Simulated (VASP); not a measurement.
A run of VASP 6.6.1 is set up as follows.

File INCAR:

```
SYSTEM = C
PREC = Accurate
ENCUT = 520
EDIFF = 1E-6
ISMEAR = 0
SIGMA = 0.05
LREAL = .False.
LASPH = .True.
NELM = 80
ALGO = Normal
ISIF = 2
LWAVE = .False.
LCHARG = .False.
GGA = CA
NBANDS = 11
```

The input KPOINTS:

```
Automatic mesh
0
Gamma
  12 12 12
  0 0 0
```

POSCAR

```
C
1.0
    0.0000000000      1.7798763723      1.6960441952
    1.7798763723      0.0000000000      1.6960441952
    1.7798763723      1.7798763723      0.0000000000
C
2
Direct
    0.5000000000      0.5000000000      0.5000000000
    0.7500000000      0.7500000000      0.7500000000
```

Potentials or basis: VASP PAW LDA potentials, release 64 (C).

Command:

```console
$ cat potpaw_LDA.64/C/POTCAR > POTCAR
$ mpirun -np 1 vasp_std > vasp.out
```

Question: What does it give for the band gap on the k mesh?

Answer: 3.02 eV, indirect (least direct gap 4.84 eV).

Question: Estimate the pressure.

Answer: 13.8 GPa.

Stress tensor (GPa, compression positive):
```
-1.19  0.00  0.00
 0.00 -1.19  0.00
 0.00  0.00 43.65
```

 A k mesh can miss the band edges.
